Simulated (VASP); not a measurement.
# BaB2Ir2 (I4/mmm) in VASP: single point with LDA

Aim: the single point of BaB2Ir2 with LDA.

All numbers are computed with VASP 6.6.1; they aren't measurements. Logs are shortened: lines on timing, memory, paths and dates and some standing lists are left out, and cuts for length are marked.

## 1. The cell of the first run

It takes space group I4/mmm (No. 139, tetragonal). The conventional cell has a = 3.935 Å, b = 3.935 Å, c = 11.407 Å, α = 90.00°, β = 90.00°, γ = 90.00°. Within 4.1 Å of Ba (site symmetry 4/mmm) lie 8 B at 3.13 Å and 8 Ir at 3.46 Å and 4 Ba at 3.94 Å. Within 3.2 Å of B (site symmetry 4mm) lie 4 Ir at 2.43 Å and 1 B at 2.85 Å and 4 Ba at 3.13 Å. Within 3.2 Å of Ir (site symmetry -4m2) lie 4 B at 2.43 Å and 4 Ir at 2.78 Å.

## 2. Single point, LDA

INCAR

```
SYSTEM = BaB2Ir2
ALGO = Normal
EDIFF = 1E-7
ENCUT = 520
GGA = CA
ISIF = 2
ISMEAR = 0
LASPH = .True.
LCHARG = .False.
LREAL = .False.
LWAVE = .False.
NBANDS = 25
NELM = 60
PREC = Accurate
SIGMA = 0.1
```

KPOINTS

```
k-points
0
Gamma
  8 8 8
  0 0 0
```

POSCAR

```
BaB2Ir2
1.0
   -1.9675000000      1.9675000000      5.7035000000
    1.9675000000     -1.9675000000      5.7035000000
    1.9675000000      1.9675000000     -5.7035000000
Ba B Ir
1 2 2
Direct
    0.0000000000      0.0000000000      0.0000000000
    0.3750000000      0.3750000000      0.0000000000
    0.6250000000      0.6250000000      0.0000000000
    0.7500000000      0.2500000000      0.5000000000
    0.2500000000      0.7500000000      0.5000000000
```

Potentials or basis: VASP PAW LDA potentials, release 64 (Ba_sv, B, Ir).

The run is started by

```sh
$ cat potpaw_LDA.64/Ba_sv/POTCAR potpaw_LDA.64/B/POTCAR potpaw_LDA.64/Ir/POTCAR > POTCAR
$ mpirun -np 1 vasp_std > vasp.out
```

OUTCAR:

```text
SYSTEM = BaB2Ir2
   EDIFF = 1E-7
   ENCUT = 520
   GGA = CA
   ISIF = 2
   ISMEAR = 0
   LASPH = .True.
   LREAL = .False.
   NELM = 60
   PREC = Accurate

 ion  position               nearest neighbor table
   1  0.000  0.000  0.000-   3 3.13   3 3.13   3 3.13   2 3.13   3 3.13   2 3.13   2 3.13   2 3.13
                             5 3.46   4 3.46   5 3.46   4 3.46   4 3.46   4 3.46   5 3.46   5 3.46
   2  0.375  0.375  0.000-   5 2.43   4 2.43   4 2.43   5 2.43   1 3.13   1 3.13   1 3.13   1 3.13

   3  0.625  0.625  0.000-   5 2.43   4 2.43   4 2.43   5 2.43   1 3.13   1 3.13   1 3.13   1 3.13

   4  0.750  0.250  0.500-   2 2.43   3 2.43   2 2.43   3 2.43   5 2.78   5 2.78   5 2.78   5 2.78
                             1 3.46   1 3.46   1 3.46   1 3.46
   5  0.250  0.750  0.500-   2 2.43   3 2.43   2 2.43   3 2.43   4 2.78   4 2.78   4 2.78   4 2.78
                             1 3.46   1 3.46   1 3.46   1 3.46

  LATTYP: Found a body centered tetragonal cell.
 ALAT       =     3.9350000000
 C/A-ratio  =     2.8988564168

  Lattice vectors:

 A1 = (  -1.9675000000,   1.9675000000,   5.7035000000)
 A2 = (   1.9675000000,  -1.9675000000,   5.7035000000)
 A3 = (   1.9675000000,   1.9675000000,  -5.7035000000)

Analysis of symmetry for initial positions (statically):
=====================================================================
 Subroutine PRICEL returns:
 Original cell was already a primitive cell.

 Routine SETGRP: Setting up the symmetry group for a
 body centered tetragonal supercell.

 Subroutine GETGRP returns: Found 16 space group operations
 (whereof 16 operations were pure point group operations)
 out of a pool of 16 trial point group operations.

The static configuration has the point symmetry D_4h.

Analysis of symmetry for dynamics (positions and initial velocities):
=====================================================================
 Subroutine PRICEL returns:
 Original cell was already a primitive cell.

 Routine SETGRP: Setting up the symmetry group for a
 body centered tetragonal supercell.

 Subroutine GETGRP returns: Found 16 space group operations
 (whereof 16 operations were pure point group operations)
 out of a pool of 16 trial point group operations.

The dynamic configuration has the point symmetry D_4h.

 Subroutine INISYM returns: Found 16 space group operations
 (whereof 16 operations are pure point group operations),
 and found     1 'primitive' translations

----------------------------------------------------------------------------------------

                                     Primitive cell

  volume of cell :      88.3143

  direct lattice vectors                    reciprocal lattice vectors
    -1.967500000  1.967500000  5.703500000     0.000000000  0.254129606  0.087665469
     1.967500000 -1.967500000  5.703500000     0.254129606  0.000000000  0.087665469
     1.967500000  1.967500000 -5.703500000     0.254129606  0.254129606  0.000000000

  length of vectors
     6.346024326  6.346024326  6.346024326     0.268825391  0.268825391  0.359393536

  position of ions in fractional coordinates (direct lattice)
     0.000000000  0.000000000  0.000000000
     0.375000000  0.375000000  0.000000000
     0.625000000  0.625000000  0.000000000
     0.750000000  0.250000000  0.500000000
     0.250000000  0.750000000  0.500000000

  ion indices of the primitive-cell ions
   primitive index   ion index
                 1           1
                 2           2
                 3           3
                 4           4
                 5           5

----------------------------------------------------------------------------------------

 KPOINTS: k-points

Automatic generation of k-mesh.
 Grid dimensions read from file:
 generate k-points for:    8    8    8

 Generating k-lattice:

  Cartesian coordinates                     Fractional coordinates (reciprocal lattice)
     0.000000000  0.031766201  0.010958184     0.125000000  0.000000000 -0.000000000
     0.031766201  0.000000000  0.010958184     0.000000000  0.125000000 -0.000000000
     0.031766201  0.031766201  0.000000000     0.000000000  0.000000000  0.125000000

  Length of vectors
     0.033603174  0.033603174  0.044924192

  Shift w.r.t. Gamma in fractional coordinates (k-lattice)
     0.000000000  0.000000000  0.000000000

 Subroutine IBZKPT returns following result:
 ===========================================

 Found     59 irreducible k-points:

 Following reciprocal coordinates:
            Coordinates               Weight
  0.000000  0.000000  0.000000      1.000000
  0.125000  0.000000 -0.000000      8.000000
  0.250000  0.000000 -0.000000      8.000000
  0.375000  0.000000  0.000000      8.000000
  0.500000  0.000000 -0.000000      4.000000
  0.125000  0.125000 -0.000000      8.000000
[... 16 lines left out ...]
  0.250000  0.125000  0.125000     16.000000
  0.375000  0.125000  0.125000      8.000000
 [... further k-points ...]
   k-points           NKPTS =     59   k-points in BZ     NKDIM =     59   number of bands    NBANDS=     25
   number of dos      NEDOS =    301   number of ions     NIONS =      5
   total plane-waves  NPLWV = 110592
   dimension x,y,z NGX =    48 NGY =   48 NGZ =   48
   dimension x,y,z NGXF=    96 NGYF=   96 NGZF=   96
   ions per type =               1   2   2
   NGX,Y,Z   is equivalent  to a cutoff of  12.57, 12.57, 12.57 a.u.
   NGXF,Y,Z  is equivalent  to a cutoff of  25.15, 25.15, 25.15 a.u.
 SYSTEM =  BaB2Ir2
   PREC   = accura    normal or accurate (medium, high low for compatibility)
   ISTART =      0    job   : 0-new  1-cont  2-samecut
   ICHARG =      2    charge: 1-file 2-atom 10-const
   ISPIN  =      1    spin polarized calculation?
   LNONCOLLINEAR =      F non collinear calculations
   LSORBIT =      F    spin-orbit coupling
   LASPH  =      T    aspherical Exc in radial PAW
   ENCUT  =  520.0 eV  38.22 Ry    6.18 a.u.  11.80 11.80 11.80*2*pi/ulx,y,z
   NELM   =     60;   NELMIN=  2; NELMDL= -5     # of ELM steps
   EDIFF  = 0.1E-06   stopping-criterion for ELM
   LREAL  =      F    real-space projection
   EDIFFG = 0.1E-05   stopping-criterion for IOM
   NSW    =      0    number of steps for IOM
   IBRION =     -1    ionic relax: 0-MD 1-quasi-New 2-CG
   NFREE  =      0    steps in history (QN), initial steepest desc. (CG)
   ISIF   =      2    stress and relaxation
   ISYM   =      2    0-nonsym 1-usesym 2-fastsym
   POTIM  = 0.5000    time-step for ionic-motion
   TEBEG  =    0.0;   TEEND  =   0.0 temperature during run
   PSTRESS=    0.0 pullay stress
   NELECT =      34.0000    total number of electrons
   NUPDOWN=      -1.0000    fix difference up-down
   EMIN   =  10.00;   EMAX   =-10.00  energy-range for DOS
   EFERMI =   0.00;   METHOD = LEGACY
   ISMEAR =     0;   SIGMA  =   0.10  broadening in eV -4-tet -1-fermi 0-gaus
   EFERMI_NEDOS =   21; number of points for ismear=-14 and -15
   IALGO  =     38    algorithm
   IMIX   =      4    mixing-type and parameters
     AMIX     =   0.40;   BMIX     =  1.00
     AMIX_MAG =   1.60;   BMIX_MAG =  1.00
  volume/ion in A,a.u.               =      17.66       119.19
  Fermi-wavevector in a.u.,A,eV,Ry     =   1.190943  2.250555 19.297745  1.418344
  Thomas-Fermi vector in A             =   2.327016
   LORBIT       =      0    0 simple, 1 ext, 2 COOP (PROOUT), +10 PAW based schemes
   GGA     = CA    functional components
   LHFCALC =     F    Hartree Fock is set to
   AEXX    =    0.0000 exact exchange contribution
   IVDW    =     0    specifies the selected vdW correction
   LEPSILON=     F    determine dielectric tensor
   LRPA    =     F    only Hartree local field effects (RPA)
 non-spin polarized calculation
 Gauss-broadening in eV      SIGMA  =   0.10
  energy-cutoff  :      520.00
  volume of cell :       88.31
 maximum number of plane-waves:      2422
   NGX = 23   NGY = 23   NGZ = 23

 number of electron      34.0000000 magnetization

 Free energy of the ion-electron system (eV)
  ---------------------------------------------------
  ext. energy  EPLUGINS =         0.00000000
  ---------------------------------------------------
  free energy    TOTEN  =       -36.69891142 eV

  energy without entropy =      -36.68819122  energy(sigma->0) =      -36.69355132

 E-fermi :   4.6297     XC(G=0): -11.2923

 val. band max:        4.5801823936   @ k =  -0.2500  -0.2500   0.1250
 cond. band min:       4.6558342824   @ k =  -0.1250   0.3750   0.1250
 fundamental gap:      0.0756518888
 Fermi energy:         4.6297187152

 k-point     1 :       0.0000    0.0000    0.0000
  band No.  band energies     occupation
      1     -22.0091      2.00000
      2      -7.5252      2.00000
      3      -7.0783      2.00000
      4      -7.0783      2.00000
      5      -4.3908      2.00000
      6      -2.0874      2.00000
[... 17 lines left out ...]
     24       9.2405      0.00000
     25      11.1107      0.00000

 k-point     2 :       0.1250    0.0000   -0.0000
  band No.  band energies     occupation
      1     -21.9978      2.00000
      2      -7.5142      2.00000
      3      -7.2707      2.00000
      4      -7.0588      2.00000
      5      -4.1311      2.00000
      6      -2.0398      2.00000
[... 17 lines left out ...]
     24       9.3576      0.00000
     25      11.5165      0.00000

 k-point     3 :       0.2500    0.0000   -0.0000
  band No.  band energies     occupation
      1     -21.9702      2.00000
      2      -7.6751      2.00000
      3      -7.4717      2.00000
      4      -7.0113      2.00000
      5      -3.4967      2.00000
      6      -1.9605      2.00000
[... 552 lines left out ...]
 k-point    23 :       0.2500    0.1250    0.1250
  band No.  band energies     occupation
      1     -21.9061      2.00000
      2      -7.8821      2.00000
      3      -7.4552      2.00000
      4      -7.3379      2.00000
      5      -2.4797      2.00000
      6      -1.8226      2.00000
[... 17 lines left out ...]
     24      10.7775      0.00000
     25      11.2213      0.00000

 k-point    24 :       0.3750    0.1250    0.1250
  band No.  band energies     occupation
      1     -21.8949      2.00000
      2      -7.9998      2.00000
      3      -7.4234      2.00000
      4      -7.3158      2.00000
      5      -2.1349      2.00000
      6      -2.0513      2.00000
[... 17 lines left out ...]
     24      10.9261      0.00000
     25      11.3485      0.00000

 [... further k-points ...]

------------------------ aborting loop because EDIFF is reached ----------------------------------------

  FORCE on cell =-STRESS in cart. coord.  units (eV):
  Direction    XX          YY          ZZ          XY          YZ          ZX
  --------------------------------------------------------------------------------------
  -------------------------------------------------------------------------------------
  Total      -11.0281990    -11.0281990    -14.4054834      0.0000000      0.0000000      0.0000000
  in kB     -200.0710528   -200.0710528   -261.3409705      0.0000000      0.0000000      0.0000000
  external PRESSURE =    -220.4943587 kB  Pullay stress =       0.0000000 kB

 VOLUME and BASIS-vectors are now :
 -----------------------------------------------------------------------------
  energy-cutoff  :      520.00
  volume of cell :       88.31
      direct lattice vectors                 reciprocal lattice vectors
    -1.967500000  1.967500000  5.703500000     0.000000000  0.254129606  0.087665469
     1.967500000 -1.967500000  5.703500000     0.254129606  0.000000000  0.087665469
     1.967500000  1.967500000 -5.703500000     0.254129606  0.254129606  0.000000000

 POSITION                                       TOTAL-FORCE (eV/Angst)
 -----------------------------------------------------------------------------------
      0.00000      0.00000      0.00000         0.000000      0.000000      0.000000
      0.00000      0.00000      4.27763        -0.000000     -0.000000     -3.898802
      0.00000      0.00000      7.12937         0.000000      0.000000      3.898802
      0.00000      1.96750      2.85175         0.000000      0.000000     -0.000000
      1.96750      0.00000      2.85175         0.000000      0.000000      0.000000
 -----------------------------------------------------------------------------------
    total drift:                                0.000000     -0.000000      0.000000

  FREE ENERGIE OF THE ION-ELECTRON SYSTEM (eV)
  ---------------------------------------------------
  free  energy   TOTEN  =       -36.6989114156 eV

  energy  without entropy=      -36.6881912235  energy(sigma->0) =      -36.69355132
```

It took 6.4 min on 1 thread of Intel Xeon 8259CL, shared host; peak memory 0.35 GiB.

Results:

```yaml
Free_energy: -36.6989 eV
Pressure: -22.0 GPa
Largest_force: 3.899 eV/Å
Band_gap_on_the_k_mesh: zero (bands 17 and 18 overlap by 1.67 eV)
```

Forces in eV/Å, atoms in the order of the input:
```
Ba   0.000  0.000  0.000
B    0.000  0.000 -3.899
B    0.000  0.000  3.899
Ir   0.000  0.000  0.000
Ir   0.000  0.000  0.000
```

Levels at points of the mesh, in eV from the Fermi level:
```csv
k point,band 13,band 14,band 15,band 16,band 17,band 18,band 19,band 20,band 21,band 22
"(0.00, 0.00, 0.00)",-1.34,-1.24,-1.10,0.56,0.56,0.57,1.26,2.07,3.84,3.84
"(0.50, 0.00, 0.00)",-2.25,-2.10,-1.53,-1.50,-1.05,-0.26,1.78,2.39,2.85,3.80
"(0.50, 0.50, 0.00)",-1.91,-1.53,-1.37,-0.65,-0.25,-0.24,0.73,1.85,2.48,2.62
"(0.50, 0.50, 0.50)",-1.39,-1.39,0.20,0.57,1.34,1.34,2.07,2.24,2.73,4.28
```

Caveat: the cell stands under tension; spin-orbit coupling is left out, which moves the levels of the heavy elements; forces of over 1 eV/Å act on the atoms, so gaps and moduli don't describe the material at rest.
